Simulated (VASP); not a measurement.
Input of a VASP 6.6.1 run:

File POSCAR:

```
CsPbCl3
1.0
    5.6767292595      0.0000000000      0.0000000000
    0.0000000000      5.6767292595      0.0000000000
    0.0000000000      0.0000000000      5.6767292595
Cs Pb Cl
1 1 3
Direct
    0.0000000000      0.0000000000      0.0000000000
    0.5000000000      0.5000000000      0.5000000000
    0.5000000000      0.5000000000      0.0000000000
    0.0000000000      0.5000000000      0.5000000000
    0.5000000000      0.0000000000      0.5000000000
```

File INCAR.step1:

```
SYSTEM = CsPbCl3
ALGO = Normal
EDIFF = 1E-4
ENCUT = 520
GGA = PE
ISMEAR = 0
LASPH = .True.
LCHARG = .False.
LREAL = .False.
LWAVE = .True.
NBANDS = 30
NELM = 60
PREC = Accurate
SIGMA = 0.01
```

INCAR.step2

```
SYSTEM = CsPbCl3
ALGO = Normal
EDIFF = 1E-6
ENCUT = 520
ISIF = 2
ISMEAR = 0
ISTART = 1
LASPH = .True.
LCHARG = .False.
LMIXTAU = .True.
LREAL = .False.
LWAVE = .False.
METAGGA = R2SCAN
NBANDS = 30
NELM = 60
PREC = Accurate
SIGMA = 0.01
```

Contents of KPOINTS:

```
k-points
0
Gamma
  4 4 4
  0 0 0
```

Potentials or basis: VASP PAW PBE potentials, release 64 (Cs_sv, Pb_d, Cl).

Launch:

```sh
$ cat potpaw_PBE.64/Cs_sv/POTCAR potpaw_PBE.64/Pb_d/POTCAR potpaw_PBE.64/Cl/POTCAR > POTCAR
$ cp INCAR.step1 INCAR
$ mpirun -np 1 vasp_std > vasp.out
$ cp INCAR.step2 INCAR
$ mpirun -np 1 vasp_std > vasp.out
```

(1) What does it give for the pressure?

(2) Predict the band gap on the k mesh.

Results:

(1) 0.0 GPa.

(2) 2.48 eV, direct.

Caveat: the PAW data sets were made with another functional, which shifts forces and pressure a little; spin-orbit coupling is left out, which moves the levels of the heavy elements.
